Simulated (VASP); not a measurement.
# PbF2 (Fm-3m) in VASP: further runs

PbF2 is run at these levels: PBEsol; tasks: single point.

All numbers are computed with VASP 6.6.1; they aren't measurements. Logs are shortened: lines on timing, memory, paths and dates and some standing lists are left out, and cuts for length are marked.

### Step 1. The cell of the first run

It takes space group Fm-3m (No. 225, cubic). Conventional cell: a = 5.701 Å, b = 5.701 Å, c = 5.701 Å, α = 90.00°, β = 90.00°, γ = 90.00°. Within 3.3 Å of Pb (site symmetry m-3m) lie 8 F at 2.47 Å. Within 3.3 Å of F (site symmetry -43m) lie 4 Pb at 2.47 Å and 6 F at 2.85 Å.

### Step 2. Single point, PBEsol

The input, INCAR:

```
PREC = Accurate
ENCUT = 520
EDIFF = 1E-6
ISMEAR = 0
SIGMA = 0.01
LREAL = False
LASPH = True
NELM = 60
ALGO = Normal
ISIF = 2
LWAVE = False
LCHARG = False
GGA = PS
NBANDS = 21
```

The input, KPOINTS:

```
Automatic mesh
0
Gamma
  8 8 8
```

The input, POSCAR:

```
PbF2
1.0
    2.8504586002      2.8504586002      0.0000000000
   -2.8504586002      2.8504586002      0.0000000000
    0.0000000000      2.8504586002      2.8504586002
Pb F
1 2
Direct
    0.0000000000      0.0000000000      0.0000000000
    0.2500000000      0.7500000000      0.5000000000
    0.7500000000      0.2500000000      0.5000000000
```

Potentials or basis: VASP PAW PBE potentials, release 64 (Pb_d, F).

On the command line:

```
$ cat potpaw_PBE.64/Pb_d/POTCAR potpaw_PBE.64/F/POTCAR > POTCAR
$ mpirun -np 1 vasp_std > vasp.out
```

OUTCAR:

```text
PREC = Accurate
   ENCUT = 520
   EDIFF = 1E-6
   ISMEAR = 0
   LREAL = False
   LASPH = True
   NELM = 60
   ISIF = 2
   GGA = PS

 ion  position               nearest neighbor table
   1  0.000  0.000  0.000-   3 2.47   2 2.47   2 2.47   3 2.47   2 2.47   3 2.47   3 2.47   2 2.47

   2  0.250  0.750  0.500-   1 2.47   1 2.47   1 2.47   1 2.47
   3  0.750  0.250  0.500-   1 2.47   1 2.47   1 2.47   1 2.47

  LATTYP: Found a face centered cubic cell.
 ALAT       =     5.7009172004

  Lattice vectors:

 A1 = (   0.0000000000,   2.8504586002,   2.8504586002)
 A2 = (   2.8504586002,   0.0000000000,   2.8504586002)
 A3 = (   2.8504586002,   2.8504586002,   0.0000000000)

Analysis of symmetry for initial positions (statically):
=====================================================================
 Subroutine PRICEL returns:
 Original cell was already a primitive cell.

 Routine SETGRP: Setting up the symmetry group for a
 face centered cubic supercell.

 Subroutine GETGRP returns: Found 48 space group operations
 (whereof 48 operations were pure point group operations)
 out of a pool of 48 trial point group operations.

The static configuration has the point symmetry O_h .

Analysis of symmetry for dynamics (positions and initial velocities):
=====================================================================
 Subroutine PRICEL returns:
 Original cell was already a primitive cell.

 Routine SETGRP: Setting up the symmetry group for a
 face centered cubic supercell.

 Subroutine GETGRP returns: Found 48 space group operations
 (whereof 48 operations were pure point group operations)
 out of a pool of 48 trial point group operations.

The dynamic configuration has the point symmetry O_h .

 Subroutine INISYM returns: Found 48 space group operations
 (whereof 48 operations are pure point group operations),
 and found     1 'primitive' translations

----------------------------------------------------------------------------------------

                                     Primitive cell

  volume of cell :      46.3206

  direct lattice vectors                    reciprocal lattice vectors
     2.850458600  2.850458600  0.000000000     0.175410371  0.175410371 -0.175410371
    -2.850458600  2.850458600  0.000000000    -0.175410371  0.175410371 -0.175410371
     0.000000000  2.850458600  2.850458600     0.000000000  0.000000000  0.350820742

  length of vectors
     4.031157211  4.031157211  4.031157211     0.303819674  0.303819674  0.350820742

  position of ions in fractional coordinates (direct lattice)
     0.000000000  0.000000000  0.000000000
     0.250000000  0.750000000  0.500000000
     0.750000000  0.250000000  0.500000000

  ion indices of the primitive-cell ions
   primitive index   ion index
                 1           1
                 2           2
                 3           3

----------------------------------------------------------------------------------------

 KPOINTS: Automatic mesh

Automatic generation of k-mesh.
 Grid dimensions read from file:
 generate k-points for:    8    8    8

 Generating k-lattice:

  Cartesian coordinates                     Fractional coordinates (reciprocal lattice)
     0.021926296  0.021926296 -0.021926296     0.125000000  0.000000000  0.000000000
    -0.021926296  0.021926296 -0.021926296     0.000000000  0.125000000  0.000000000
     0.000000000  0.000000000  0.043852593     0.000000000  0.000000000  0.125000000

  Length of vectors
     0.037977459  0.037977459  0.043852593

  Shift w.r.t. Gamma in fractional coordinates (k-lattice)
     0.000000000  0.000000000  0.000000000

 Subroutine IBZKPT returns following result:
 ===========================================

 Found     29 irreducible k-points:

 Following reciprocal coordinates:
            Coordinates               Weight
  0.000000  0.000000  0.000000      1.000000
  0.125000  0.000000  0.000000      8.000000
  0.250000  0.000000  0.000000      8.000000
  0.375000  0.000000  0.000000      8.000000
  0.500000  0.000000  0.000000      4.000000
  0.125000  0.125000  0.000000     12.000000
[... 16 lines left out ...]
  0.375000  0.250000  0.125000     48.000000
  0.500000  0.250000  0.125000     24.000000
 [... further k-points ...]
   k-points           NKPTS =     29   k-points in BZ     NKDIM =     29   number of bands    NBANDS=     21
   number of dos      NEDOS =    301   number of ions     NIONS =      3
   total plane-waves  NPLWV =  27000
   dimension x,y,z NGX =    30 NGY =   30 NGZ =   30
   dimension x,y,z NGXF=    60 NGYF=   60 NGZF=   60
   ions per type =               1   2
   NGX,Y,Z   is equivalent  to a cutoff of  12.37, 12.37, 12.37 a.u.
   NGXF,Y,Z  is equivalent  to a cutoff of  24.74, 24.74, 24.74 a.u.
 SYSTEM =  unknown system
   PREC   = accura    normal or accurate (medium, high low for compatibility)
   ISTART =      0    job   : 0-new  1-cont  2-samecut
   ICHARG =      2    charge: 1-file 2-atom 10-const
   ISPIN  =      1    spin polarized calculation?
   LNONCOLLINEAR =      F non collinear calculations
   LSORBIT =      F    spin-orbit coupling
   LASPH  =      T    aspherical Exc in radial PAW
   ENCUT  =  520.0 eV  38.22 Ry    6.18 a.u.   7.50  7.50  7.50*2*pi/ulx,y,z
   NELM   =     60;   NELMIN=  2; NELMDL= -5     # of ELM steps
   EDIFF  = 0.1E-05   stopping-criterion for ELM
   LREAL  =      F    real-space projection
   EDIFFG = 0.1E-04   stopping-criterion for IOM
   NSW    =      0    number of steps for IOM
   IBRION =     -1    ionic relax: 0-MD 1-quasi-New 2-CG
   NFREE  =      0    steps in history (QN), initial steepest desc. (CG)
   ISIF   =      2    stress and relaxation
   ISYM   =      2    0-nonsym 1-usesym 2-fastsym
   POTIM  = 0.5000    time-step for ionic-motion
   TEBEG  =    0.0;   TEEND  =   0.0 temperature during run
   PSTRESS=    0.0 pullay stress
   NELECT =      28.0000    total number of electrons
   NUPDOWN=      -1.0000    fix difference up-down
   EMIN   =  10.00;   EMAX   =-10.00  energy-range for DOS
   EFERMI =   0.00;   METHOD = LEGACY
   ISMEAR =     0;   SIGMA  =   0.01  broadening in eV -4-tet -1-fermi 0-gaus
   EFERMI_NEDOS =   21; number of points for ismear=-14 and -15
   IALGO  =     38    algorithm
   IMIX   =      4    mixing-type and parameters
     AMIX     =   0.40;   BMIX     =  1.00
     AMIX_MAG =   1.60;   BMIX_MAG =  1.00
  volume/ion in A,a.u.               =      15.44       104.20
  Fermi-wavevector in a.u.,A,eV,Ry     =   1.384213  2.615782 26.069365  1.916044
  Thomas-Fermi vector in A             =   2.508738
   LORBIT       =      0    0 simple, 1 ext, 2 COOP (PROOUT), +10 PAW based schemes
   GGA     = PS    functional components
   LHFCALC =     F    Hartree Fock is set to
   AEXX    =    0.0000 exact exchange contribution
   IVDW    =     0    specifies the selected vdW correction
   LEPSILON=     F    determine dielectric tensor
   LRPA    =     F    only Hartree local field effects (RPA)
 non-spin polarized calculation
 Gauss-broadening in eV      SIGMA  =   0.01
  energy-cutoff  :      520.00
  volume of cell :       46.32
 maximum number of plane-waves:      1283
 NGX is ok and might be reduce to    30
   NGX = 15   NGY = 15   NGZ = 15

 number of electron      28.0000019 magnetization

 Free energy of the ion-electron system (eV)
  ---------------------------------------------------
  ext. energy  EPLUGINS =         0.00000000
  ---------------------------------------------------
  free energy    TOTEN  =       -14.79175145 eV

  energy without entropy =      -14.79175145  energy(sigma->0) =      -14.79175145

 E-fermi :   3.3711     XC(G=0): -10.2774

 val. band max:        3.3060874940   @ k =   0.5000   0.5000   0.2500
 cond. band min:       7.5474259635   @ k =   0.5000   0.5000   0.0000
 fundamental gap:      4.2413384695
 Fermi energy:         3.3711485448

 k-point     1 :       0.0000    0.0000    0.0000
  band No.  band energies     occupation
      1     -18.7457      2.00000
      2     -17.8600      2.00000
      3     -11.3032      2.00000
      4     -11.3032      2.00000
      5     -11.3032      2.00000
      6     -11.1687      2.00000
[... 13 lines left out ...]
     20      18.4659      0.00000
     21      21.2365      0.00000

 k-point     2 :       0.1250    0.0000    0.0000
  band No.  band energies     occupation
      1     -18.7028      2.00000
      2     -17.9006      2.00000
      3     -11.2921      2.00000
      4     -11.2921      2.00000
      5     -11.2487      2.00000
      6     -11.1691      2.00000
[... 13 lines left out ...]
     20      18.0479      0.00000
     21      20.5820      0.00000

 k-point     3 :       0.2500    0.0000    0.0000
  band No.  band energies     occupation
      1     -18.5901      2.00000
      2     -18.0029      2.00000
      3     -11.2715      2.00000
      4     -11.2715      2.00000
      5     -11.1634      2.00000
      6     -11.1634      2.00000
[... 13 lines left out ...]
     20      17.4688      0.00000
     21      19.3346      0.00000

 k-point     4 :       0.3750    0.0000    0.0000
  band No.  band energies     occupation
      1     -18.4461      2.00000
      2     -18.1316      2.00000
      3     -11.2626      2.00000
      4     -11.2626      2.00000
      5     -11.1455      2.00000
      6     -11.1455      2.00000
[... 13 lines left out ...]
     20      17.1466      0.00000
     21      18.4006      0.00000

 k-point     5 :       0.5000    0.0000    0.0000
  band No.  band energies     occupation
      1     -18.3411      2.00000
      2     -18.2277      2.00000
      3     -11.2619      2.00000
      4     -11.2619      2.00000
      5     -11.1348      2.00000
      6     -11.1348      2.00000
[... 13 lines left out ...]
     20      17.0610      0.00000
     21      18.0784      0.00000

 k-point     6 :       0.1250    0.1250    0.0000
  band No.  band energies     occupation
      1     -18.6376      2.00000
      2     -17.9601      2.00000
      3     -11.2781      2.00000
      4     -11.2655      2.00000
      5     -11.1807      2.00000
      6     -11.1763      2.00000
[... 13 lines left out ...]
     20      17.9692      0.00000
     21      20.8864      0.00000

 k-point     7 :       0.2500    0.1250    0.0000
  band No.  band energies     occupation
      1     -18.5174      2.00000
      2     -18.0660      2.00000
      3     -11.2549      2.00000
      4     -11.2430      2.00000
      5     -11.1731      2.00000
      6     -11.1429      2.00000
[... 13 lines left out ...]
     20      18.2917      0.00000
     21      19.9649      0.00000
[... 291 lines left out ...]
      1     -18.4021      2.00000
      2     -18.1516      2.00000
      3     -11.2262      2.00000
      4     -11.1731      2.00000
      5     -11.1731      2.00000
      6     -11.1352      2.00000
[... 13 lines left out ...]
     20      19.4100      0.00000
     21      20.8615      0.00000

 k-point    21 :       0.5000    0.5000    0.0000
  band No.  band energies     occupation
      1     -18.3388      2.00000
      2     -18.1984      2.00000
      3     -11.2379      2.00000
      4     -11.1493      2.00000
      5     -11.1493      2.00000
      6     -11.1294      2.00000
[... 13 lines left out ...]
     20      19.6809      0.00000
     21      20.7388      0.00000

 k-point    22 :       0.2500    0.2500    0.1250
  band No.  band energies     occupation
      1     -18.5095      2.00000
      2     -18.0703      2.00000
      3     -11.2344      2.00000
      4     -11.2271      2.00000
      5     -11.1856      2.00000
      6     -11.1406      2.00000
[... 13 lines left out ...]
     20      19.1486      0.00000
     21      19.9325      0.00000

 k-point    23 :       0.3750    0.2500    0.1250
  band No.  band energies     occupation
      1     -18.3939      2.00000
      2     -18.1687      2.00000
      3     -11.2177      2.00000
      4     -11.2162      2.00000
      5     -11.1635      2.00000
      6     -11.1167      2.00000
[... 13 lines left out ...]
     20      19.7227      0.00000
     21      20.1039      0.00000

 k-point    24 :       0.5000    0.2500    0.1250
  band No.  band energies     occupation
      1     -18.3056      2.00000
      2     -18.2488      2.00000
      3     -11.2157      2.00000
      4     -11.2155      2.00000
      5     -11.1433      2.00000
      6     -11.1072      2.00000
[... 13 lines left out ...]
     20      20.0162      0.00000
     21      20.1542      0.00000

 [... further k-points ...]

------------------------ aborting loop because EDIFF is reached ----------------------------------------

  FORCE on cell =-STRESS in cart. coord.  units (eV):
  Direction    XX          YY          ZZ          XY          YZ          ZX
  --------------------------------------------------------------------------------------
  -------------------------------------------------------------------------------------
  Total        2.8280247      2.8280247      2.8280247     -0.0000000      0.0000000      0.0000000
  in kB       97.8181797     97.8181797     97.8181797     -0.0000000      0.0000000      0.0000000
  external PRESSURE =      97.8181797 kB  Pullay stress =       0.0000000 kB

 VOLUME and BASIS-vectors are now :
 -----------------------------------------------------------------------------
  energy-cutoff  :      520.00
  volume of cell :       46.32
      direct lattice vectors                 reciprocal lattice vectors
     2.850458600  2.850458600  0.000000000     0.175410371  0.175410371 -0.175410371
    -2.850458600  2.850458600  0.000000000    -0.175410371  0.175410371 -0.175410371
     0.000000000  2.850458600  2.850458600     0.000000000  0.000000000  0.350820742

 POSITION                                       TOTAL-FORCE (eV/Angst)
 -----------------------------------------------------------------------------------
      0.00000      0.00000      0.00000        -0.000000     -0.000000      0.000000
     -1.42523      4.27569      1.42523         0.000000      0.000000     -0.000000
      1.42523      4.27569      1.42523        -0.000000     -0.000000      0.000000
 -----------------------------------------------------------------------------------
    total drift:                               -0.000000      0.000000     -0.000000

  FREE ENERGIE OF THE ION-ELECTRON SYSTEM (eV)
  ---------------------------------------------------
  free  energy   TOTEN  =       -14.7917514540 eV

  energy  without entropy=      -14.7917514540  energy(sigma->0) =      -14.79175145
```

Run time: 45 s. Hardware: 1 thread of Intel Xeon 8259CL, shared host; peak memory 0.18 GiB.

What came out:

* Free energy: -14.7918 eV
* Pressure: 9.8 GPa
* Band gap on the k mesh: 4.24 eV (least direct gap 4.41 eV)

Caveat: the cell stands under pressure; the PAW data sets were made with another functional, which shifts forces and pressure a little; spin-orbit coupling is left out, which moves the levels of the heavy elements.

### Step 3. Single point, PBEsol

This run uses another cell than the first one, of 15.85 Å³/atom.

The input, INCAR:

```
SYSTEM = PbF2
ALGO = Normal
EDIFF = 1E-6
ENCUT = 520
GGA = PS
ISIF = 2
ISMEAR = 0
LASPH = .TRUE.
LCHARG = .TRUE.
LELF = .TRUE.
LREAL = .FALSE.
LVHAR = .TRUE.
LWAVE = .FALSE.
NBANDS = 21
NELM = 60
PREC = Accurate
SIGMA = 0.01
```

The input, KPOINTS:

```
k-points
0
G
  8 8 8
  0 0 0
```

The input, POSCAR:

```
PbF2
1.0
    2.8752815980      2.8752815980      0.0000000000
   -2.8752815980      2.8752815980      0.0000000000
    0.0000000000      2.8752815980      2.8752815980
Pb F
1 2
Direct
    0.0000000000      0.0000000000      0.0000000000
    0.2500000000      0.7500000000      0.5000000000
    0.7500000000      0.2500000000      0.5000000000
```

Potentials or basis: VASP PAW PBE potentials, release 64 (Pb_d, F).

On the command line:

```
$ cat potpaw_PBE.64/Pb_d/POTCAR potpaw_PBE.64/F/POTCAR > POTCAR
$ mpirun -np 1 vasp_std > vasp.out
```

OUTCAR:

```text
SYSTEM = PbF2
   EDIFF = 1E-6
   ENCUT = 520
   GGA = PS
   ISIF = 2
   ISMEAR = 0
   LASPH = .TRUE.
   LREAL = .FALSE.
   NELM = 60
   PREC = Accurate

 ion  position               nearest neighbor table
   1  0.000  0.000  0.000-   3 2.49   2 2.49   2 2.49   3 2.49   2 2.49   3 2.49   3 2.49   2 2.49

   2  0.250  0.750  0.500-   1 2.49   1 2.49   1 2.49   1 2.49
   3  0.750  0.250  0.500-   1 2.49   1 2.49   1 2.49   1 2.49

  LATTYP: Found a face centered cubic cell.
 ALAT       =     5.7505631960
[... 769 lines left out ...]

  FORCE on cell =-STRESS in cart. coord.  units (eV):
  Direction    XX          YY          ZZ          XY          YZ          ZX
  --------------------------------------------------------------------------------------
  -------------------------------------------------------------------------------------
  Total        2.0132700      2.0132700      2.0132700     -0.0000000      0.0000000     -0.0000000
  in kB       67.8486871     67.8486871     67.8486871     -0.0000000      0.0000000     -0.0000000
  external PRESSURE =      67.8486871 kB  Pullay stress =       0.0000000 kB

 VOLUME and BASIS-vectors are now :
 -----------------------------------------------------------------------------
  energy-cutoff  :      520.00
  volume of cell :       47.54
      direct lattice vectors                 reciprocal lattice vectors
     2.875281598  2.875281598  0.000000000     0.173896011  0.173896011 -0.173896011
    -2.875281598  2.875281598  0.000000000    -0.173896011  0.173896011 -0.173896011
     0.000000000  2.875281598  2.875281598     0.000000000  0.000000000  0.347792022

 POSITION                                       TOTAL-FORCE (eV/Angst)
 -----------------------------------------------------------------------------------
      0.00000      0.00000      0.00000        -0.000000     -0.000000      0.000000
     -1.43764      4.31292      1.43764        -0.000000     -0.000000      0.000000
      1.43764      4.31292      1.43764         0.000000      0.000000      0.000000
 -----------------------------------------------------------------------------------
    total drift:                               -0.000000      0.000000     -0.000000

  FREE ENERGIE OF THE ION-ELECTRON SYSTEM (eV)
  ---------------------------------------------------
  free  energy   TOTEN  =       -14.8573517948 eV

  energy  without entropy=      -14.8573517948  energy(sigma->0) =      -14.85735179
```

stdout:

```text
POSCAR found type information on POSCAR PbF
 POSCAR found :  2 types and       3 ions
 scaLAPACK will be used
 -----------------------------------------------------------------------------
|                                                                             |
|                                                                             |
|     You enforced a specific xc type in the INCAR file but a different       |
|     I HOPE YOU KNOW WHAT YOU ARE DOING!                                     |
|                                                                             |
 -----------------------------------------------------------------------------

 LDA part: xc-table for (Slater+PW92), standard interpolation
 POSCAR, INCAR and KPOINTS ok, starting setup
 FFT: planning ... GRIDC
 FFT: planning ... GRID_SOFT
 FFT: planning ... GRID
 WAVECAR not read
 entering main loop
```

Wall time 47 s (1 thread of Intel Xeon 8259CL, shared host); peak memory 0.18 GiB.

Results:

| Property | Result |
| --- | --- |
| Free energy | -14.8574 eV |
| Pressure | 6.8 GPa |
| Band gap on the k mesh | 4.26 eV (least direct gap 4.43 eV) |

Caveat: the cell stands under pressure; the PAW data sets were made with another functional, which shifts forces and pressure a little; spin-orbit coupling is left out, which moves the levels of the heavy elements.
